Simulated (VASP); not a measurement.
# Cu (Fmmm) in VASP: notebook, part 3 of 3

VASP 6.6.1. The steps go on from the part before.

## (5) Single point, r2SCAN (strain +0.0625 x Voigt [0, 0, 0, 0, 0, 1])

POSCAR reads:

```
Cu
1.0
   -1.3977060288      1.3977060288      1.3760814500
    1.3977060288     -1.3977060288      1.3760814500
    1.4878806112      1.4878806112     -1.3760814500
Cu
1
Direct
    0.0000000000      0.0000000000      0.0000000000
```

INCAR.step1 reads:

```
PREC = Accurate ; ENCUT = 520
ISMEAR = 0 ; SIGMA = 0.15
LREAL = F ; LASPH = T
NELM = 100 ; NBANDS = 12
GGA = PE ; ALGO = Normal
EDIFF = 1E-4 ; LWAVE = T
LCHARG = F
```

INCAR.step2 reads:

```
PREC = Accurate ; ENCUT = 520
EDIFF = 1E-7 ; ISMEAR = 0
SIGMA = 0.15 ; LREAL = F
LASPH = T ; NELM = 100
ALGO = Normal ; ISIF = 2
LWAVE = F ; LCHARG = F
METAGGA = R2SCAN ; LMIXTAU = T
NBANDS = 12 ; ISTART = 1
```

KPOINTS reads:

```
regular mesh
0
Gamma
  24 24 24
```

Potentials or basis: VASP PAW PBE potentials, release 64 (Cu).

Started as:

```
$ cat potpaw_PBE.64/Cu/POTCAR > POTCAR
$ cp INCAR.step1 INCAR
$ mpirun -np 1 vasp_std > vasp.out
$ cp INCAR.step2 INCAR
$ mpirun -np 1 vasp_std > vasp.out
```

OUTCAR:

```text
PREC = Accurate
   ENCUT = 520
   EDIFF = 1E-7
   ISMEAR = 0
   LREAL = F
   LASPH = T
   NELM = 100
   ISIF = 2
   METAGGA = R2SCAN
   ISTART = 1

 ion  position               nearest neighbor table
   1  0.000  0.000  0.000-

  LATTYP: Found a face centered orthorhombic cell.
 ALAT       =     2.7521629000
 B/A-ratio  =     1.4364373723
 C/A-ratio  =     1.5291107511

  Lattice vectors:

 A1 = (   2.8855866400,   0.0901745824,   0.0000000000)
 A2 = (   1.4878806112,   1.4878806112,   1.3760814500)
 A3 = (   1.3977060288,  -1.3977060288,   1.3760814500)

Analysis of symmetry for initial positions (statically):
=====================================================================
 Subroutine PRICEL returns:
 Original cell was already a primitive cell.

 Routine SETGRP: Setting up the symmetry group for a
 face centered orthorhombic supercell.

 Subroutine GETGRP returns: Found  8 space group operations
 (whereof  8 operations were pure point group operations)
 out of a pool of  8 trial point group operations.

The static configuration has the point symmetry D_2h.

Analysis of symmetry for dynamics (positions and initial velocities):
=====================================================================
 Subroutine PRICEL returns:
 Original cell was already a primitive cell.

 Routine SETGRP: Setting up the symmetry group for a
 face centered orthorhombic supercell.

 Subroutine GETGRP returns: Found  8 space group operations
 (whereof  8 operations were pure point group operations)
 out of a pool of  8 trial point group operations.

The dynamic configuration has the point symmetry D_2h.

 Subroutine INISYM returns: Found  8 space group operations
 (whereof  8 operations are pure point group operations),
 and found     1 'primitive' translations

----------------------------------------------------------------------------------------

                                     Primitive cell

  volume of cell :      11.4469

  direct lattice vectors                    reciprocal lattice vectors
    -1.397706029  1.397706029  1.376081450    -0.010840273  0.346888741  0.363350585
     1.397706029 -1.397706029  1.376081450     0.346888741 -0.010840273  0.363350585
     1.487880611  1.487880611 -1.376081450     0.336048468  0.336048468  0.000000000

  length of vectors
     2.408477619  2.408477619  2.514195216     0.502466873  0.502466873  0.475244301

  position of ions in fractional coordinates (direct lattice)
     0.000000000  0.000000000  0.000000000

  ion indices of the primitive-cell ions
   primitive index   ion index
                 1           1

----------------------------------------------------------------------------------------

 KPOINTS: regular mesh

Automatic generation of k-mesh.
 Grid dimensions read from file:
 generate k-points for:   24   24   24

 Generating k-lattice:

  Cartesian coordinates                     Fractional coordinates (reciprocal lattice)
    -0.000451678  0.014453698  0.015139608     0.041666667  0.000000000  0.000000000
     0.014453698 -0.000451678  0.015139608     0.000000000  0.041666667  0.000000000
     0.014002020  0.014002020  0.000000000     0.000000000  0.000000000  0.041666667

  Length of vectors
     0.020936120  0.020936120  0.019801846

  Shift w.r.t. Gamma in fractional coordinates (k-lattice)
     0.000000000  0.000000000  0.000000000

 Subroutine IBZKPT returns following result:
 ===========================================

 Found   1963 irreducible k-points:

 Following reciprocal coordinates:
            Coordinates               Weight
  0.000000  0.000000  0.000000      1.000000
  0.041667  0.000000  0.000000      8.000000
  0.083333 -0.000000  0.000000      8.000000
  0.125000 -0.000000  0.000000      8.000000
  0.166667  0.000000  0.000000      8.000000
  0.208333  0.000000  0.000000      8.000000
[... 16 lines left out ...]
  0.416667  0.041667  0.000000      8.000000
  0.458333  0.041667  0.000000      8.000000
 [... further k-points ...]
   k-points           NKPTS =   1963   k-points in BZ     NKDIM =   1963   number of bands    NBANDS=     12
   number of dos      NEDOS =    301   number of ions     NIONS =      1
   total plane-waves  NPLWV =   6480
   dimension x,y,z NGX =    18 NGY =   18 NGZ =   20
   dimension x,y,z NGXF=    36 NGYF=   36 NGZF=   40
   ions per type =               1
   NGX,Y,Z   is equivalent  to a cutoff of  12.42, 12.42, 13.22 a.u.
   NGXF,Y,Z  is equivalent  to a cutoff of  24.85, 24.85, 26.45 a.u.
 SYSTEM =  unknown system
   PREC   = accura    normal or accurate (medium, high low for compatibility)
   ISTART =      1    job   : 0-new  1-cont  2-samecut
   ICHARG =      0    charge: 1-file 2-atom 10-const
   ISPIN  =      1    spin polarized calculation?
   LNONCOLLINEAR =      F non collinear calculations
   LSORBIT =      F    spin-orbit coupling
   LASPH  =      T    aspherical Exc in radial PAW
   ENCUT  =  520.0 eV  38.22 Ry    6.18 a.u.   4.48  4.48  4.67*2*pi/ulx,y,z
   NELM   =    100;   NELMIN=  2; NELMDL=  0     # of ELM steps
   EDIFF  = 0.1E-06   stopping-criterion for ELM
   LREAL  =      F    real-space projection
   EDIFFG = 0.1E-05   stopping-criterion for IOM
   NSW    =      0    number of steps for IOM
   IBRION =     -1    ionic relax: 0-MD 1-quasi-New 2-CG
   NFREE  =      0    steps in history (QN), initial steepest desc. (CG)
   ISIF   =      2    stress and relaxation
   ISYM   =      2    0-nonsym 1-usesym 2-fastsym
   POTIM  = 0.5000    time-step for ionic-motion
   TEBEG  =    0.0;   TEEND  =   0.0 temperature during run
   PSTRESS=    0.0 pullay stress
   NELECT =      11.0000    total number of electrons
   NUPDOWN=      -1.0000    fix difference up-down
   EMIN   =  10.00;   EMAX   =-10.00  energy-range for DOS
   EFERMI =   0.00;   METHOD = LEGACY
   ISMEAR =     0;   SIGMA  =   0.15  broadening in eV -4-tet -1-fermi 0-gaus
   EFERMI_NEDOS =   21; number of points for ismear=-14 and -15
   IALGO  =     38    algorithm
   IMIX   =      4    mixing-type and parameters
     AMIX     =   0.40;   BMIX     =  1.00
     AMIX_MAG =   1.60;   BMIX_MAG =  1.00
  volume/ion in A,a.u.               =      11.45        77.25
  Fermi-wavevector in a.u.,A,eV,Ry     =   1.615510  3.052872 35.509481  2.609873
  Thomas-Fermi vector in A             =   2.710246
   LORBIT       =      0    0 simple, 1 ext, 2 COOP (PROOUT), +10 PAW based schemes
   METAGGA = R2SCAN    functional components
   LHFCALC =     F    Hartree Fock is set to
   AEXX    =    0.0000 exact exchange contribution
   IVDW    =     0    specifies the selected vdW correction
   LEPSILON=     F    determine dielectric tensor
   LRPA    =     F    only Hartree local field effects (RPA)
 non-spin polarized calculation
 Gauss-broadening in eV      SIGMA  =   0.15
  energy-cutoff  :      520.00
  volume of cell :       11.45
 maximum number of plane-waves:       330
 NGX is ok and might be reduce to    18
   NGX =  9   NGY =  9   NGZ =  9

 number of electron      11.0000002 magnetization

 Free energy of the ion-electron system (eV)
  ---------------------------------------------------
  ext. energy  EPLUGINS =         0.00000000
  ---------------------------------------------------
  free energy    TOTEN  =       -10.77572738 eV

  energy without entropy =      -10.77235638  energy(sigma->0) =      -10.77404188

 E-fermi :   7.7955     XC(G=0): -13.9565

 val. band max:        7.7952967927   @ k =  -0.1667   0.4583   0.0833
 cond. band min:       7.7959622223   @ k =   0.5000   0.4167   0.0000
 fundamental gap:      0.0006654296
 Fermi energy:         7.7955037706

 k-point     1 :       0.0000    0.0000    0.0000
  band No.  band energies     occupation
      1      -2.1237      2.00000
      2       4.3189      2.00000
      3       4.3207      2.00000
      4       4.7494      2.00000
      5       5.4444      2.00000
      6       5.6263      2.00000
      7      32.0945      0.00000
      8      34.6694      0.00000
      9      35.0009      0.00000
     10      36.3533      0.00000
     11      37.6447      0.00000
     12      39.0630      0.00000
[... 331 lines left out ...]
 k-point    24 :       0.4583    0.0417    0.0000
  band No.  band energies     occupation
      1       2.4476      2.00000
      2       3.6253      2.00000
      3       5.4877      2.00000
      4       5.6795      2.00000
      5       6.1632      2.00000
      6       7.4008      1.99980
      7      12.9222      0.00000
      8      24.8975      0.00000
      9      26.4347      0.00000
     10      30.0674      0.00000
     11      34.2913      0.00000
     12      42.8707      0.00000

 [... further k-points ...]
[... 5 lines left out ...]
  --------------------------------------------------------------------------------------
  -------------------------------------------------------------------------------------
  Total        0.1132308      0.1132308      0.1528932     -0.5108305      0.0000000      0.0000000
  in kB       15.8484664     15.8484664     21.3998519    -71.4988921      0.0000000      0.0000000
  external PRESSURE =      17.6989282 kB  Pullay stress =       0.0000000 kB

 VOLUME and BASIS-vectors are now :
 -----------------------------------------------------------------------------
  energy-cutoff  :      520.00
  volume of cell :       11.45
      direct lattice vectors                 reciprocal lattice vectors
    -1.397706029  1.397706029  1.376081450    -0.010840273  0.346888741  0.363350585
     1.397706029 -1.397706029  1.376081450     0.346888741 -0.010840273  0.363350585
     1.487880611  1.487880611 -1.376081450     0.336048468  0.336048468  0.000000000

 POSITION                                       TOTAL-FORCE (eV/Angst)
 -----------------------------------------------------------------------------------
      0.00000      0.00000      0.00000         0.000000      0.000000      0.000000
 -----------------------------------------------------------------------------------
    total drift:                               -0.000000     -0.000000      0.000000

  FREE ENERGIE OF THE ION-ELECTRON SYSTEM (eV)
  ---------------------------------------------------
  free  energy   TOTEN  =       -10.7757273813 eV

  energy  without entropy=      -10.7723563838  energy(sigma->0) =      -10.77404188
```

OUTCAR.step1:

```text
PREC = Accurate
   ENCUT = 520
   ISMEAR = 0
   LREAL = F
   LASPH = T
[... 578 lines left out ...]

 POSITION                                       TOTAL-FORCE (eV/Angst)
 -----------------------------------------------------------------------------------
      0.00000      0.00000      0.00000         0.000000     -0.000000      0.000000
 -----------------------------------------------------------------------------------
    total drift:                                0.000000     -0.000000      0.000000

  FREE ENERGIE OF THE ION-ELECTRON SYSTEM (eV)
  ---------------------------------------------------
  free  energy   TOTEN  =        -3.6622185542 eV

  energy  without entropy=       -3.6586679929  energy(sigma->0) =       -3.66044327
```

It took 20 min on 1 thread of Oxide Virtual Turin-like, shared host; peak memory 0.32 GiB.

What came out:

```
Free energy : -10.7757 eV
Pressure    : 1.8 GPa
```

Caveat: the cell differs from its parent crystal (strain +0.0625 x Voigt [0, 0, 0, 0, 0, 1]); the PAW data sets were made with another functional, which shifts forces and pressure a little.

## (6) Summary

| cell | gap on the mesh (eV) | pressure (GPa) |
| --- | --- | --- |
| a = 2.398, b = 2.398, c = 2.525 Å, angles 108.2, 108.2, 110.0°, 1 atom | none | 2.2 |
| a = 2.504, b = 2.504, c = 2.419 Å, angles 108.2, 108.2, 113.3°, 1 atom | none | 1.5 |
| a = 2.440, b = 2.440, c = 2.482 Å, angles 108.2, 108.2, 111.3°, 1 atom | none | 1.1 |
| a = 2.408, b = 2.408, c = 2.514 Å, angles 108.2, 108.2, 110.3°, 1 atom | none | 1.8 |

Alike in all rows: task single point; level r2SCAN; potentials or basis VASP PAW PBE potentials, release 64 (Cu); no spin polarisation; k mesh 24 × 24 × 24; cutoff (eV) 520; smearing gaussian 0.15 eV.

Caveats: the PAW data sets were made with another functional, which shifts forces and pressure a little.

Absolute energies hang on the potentials; compare differences alone.
